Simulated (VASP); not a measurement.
Crystal: TiB2.

```
Ti B
1.0
     2.98437    0.00000    0.00000
    -1.49219    2.58454    0.00000
     0.00000    0.00000    3.32612
Ti B
1 2
Direct
  0.00000 0.00000 0.00000
  0.33333 0.66667 0.50000
  0.66667 0.33333 0.50000
```

* Program: VASP 6.6.1
* Task: relaxation of cell and atoms
* Functional: PBEsol
* Potentials or basis: VASP PAW PBE potentials, release 64 (Ti_sv, B)
* Cutoff: 600 eV
* k mesh: 18 × 18 × 12
* Occupations: gaussian, width 0.1 eV
* Spin: no spin polarisation

At the start: pressure -2.9 GPa; volume 8.55 Å³/atom.

**Question.** Where does the relaxation end?

**Answer.** Over 7 steps the energy falls by 22.2 meV/atom and the volume is 8.38 Å³/atom (-2.0 %); space group P6/mmm (No. 191, to 0.05 Å).

Step by step:
```tsv
step	energy change (eV)	largest force (eV/Å)	pressure (GPa)	volume (Å³)
1	0.0000	0.0000	-2.90	25.66
2	-0.0662	0.0000	0.83	25.06
3	-0.0663	0.0000	0.71	25.08
4	-0.0663	0.0000	0.60	25.10
5	-0.0663	0.0000	-0.71	25.22
6	-0.0664	0.0000	-0.08	25.15
7	-0.0665	0.0000	-0.03	25.14
```

Final structure:
```xyz
3
Lattice="3.0183 0.0000 0.0000 -1.5091 2.6139 0.0000 0.0000 0.0000 3.1869" Properties=species:S:1:pos:R:3 pbc="T T T"
Ti    0.0000    0.0000    3.1869
B     0.0000    1.7426    1.5934
B     1.5091    0.8713    1.5934
```

Caveat: the PAW data sets were made with another functional, which shifts forces and pressure a little.
